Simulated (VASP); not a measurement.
Set up this calculation in VASP 6.6.1, as the native input.

| Item | Value |
| --- | --- |
| Task | single point |
| Functional | r2SCAN |
| Potentials or basis | VASP PAW PBE potentials, release 64 (Sb) |
| Cutoff | 520 eV |
| k mesh | 12 × 12 × 7 |
| Occupations | fermi-dirac, width 0.1 eV |
| Spin | no spin polarisation |
| Dipole correction | no |
| Further INCAR settings | ALGO = Normal; EDIFF = 1e-06; NBANDS = 12 |

The system is Sb.

```
Sb
1.0
     3.43612    0.00000    0.00000
    -1.71806    2.97576    0.00000
     0.00000    0.00000    5.71456
Sb
2
Cartesian
  0.0000 1.9838 1.4286
  1.7181 0.9919 4.2859
```

This cell differs from its parent crystal: volume scaled by 1.08.

One way to write it, as run:

POSCAR

```
Sb
1.0
    3.4361164854      0.0000000000      0.0000000000
   -1.7180582427      2.9757641667      0.0000000000
    0.0000000000      0.0000000000      5.7145557170
Sb
2
Direct
    0.3333333333      0.6666666667      0.2500000000
    0.6666666667      0.3333333333      0.7500000000
```

INCAR.step1

```
SYSTEM = Sb
PREC = Accurate
ENCUT = 520
ISMEAR = -1
SIGMA = 0.1
LREAL = .False.
LASPH = .True.
NELM = 80
NBANDS = 12
GGA = PE
ALGO = Normal
EDIFF = 1E-4
LWAVE = .True.
LCHARG = .False.
```

INCAR.step2

```
SYSTEM = Sb
PREC = Accurate
ENCUT = 520
EDIFF = 1E-6
ISMEAR = -1
SIGMA = 0.1
LREAL = .False.
LASPH = .True.
NELM = 80
ALGO = Normal
ISIF = 2
LWAVE = .False.
LCHARG = .False.
METAGGA = R2SCAN
LMIXTAU = .True.
NBANDS = 12
ISTART = 1
```

KPOINTS

```
regular mesh
0
Gamma
  12 12 7
  0 0 0
```

Potentials or basis: VASP PAW PBE potentials, release 64 (Sb).

Launch:

```sh
$ cat potpaw_PBE.64/Sb/POTCAR > POTCAR
$ cp INCAR.step1 INCAR
$ mpirun -np 1 vasp_std > vasp.out
$ cp INCAR.step2 INCAR
$ mpirun -np 1 vasp_std > vasp.out
```

It gave:

```
Pressure               : -3.9 GPa
Band gap on the k mesh : zero (band 5 reaches 11.55 eV, above the bottom of band 6 at 4.65 eV)
```

Caveat: the PAW data sets were made with another functional, which shifts forces and pressure a little; spin-orbit coupling is left out, which moves the levels of the heavy elements.

Wall time 2.5 min on 1 thread of Intel(R) Xeon(R) Platinum 8488C (Sapphire Rapids) (shared host), peak memory 0.21 GiB.
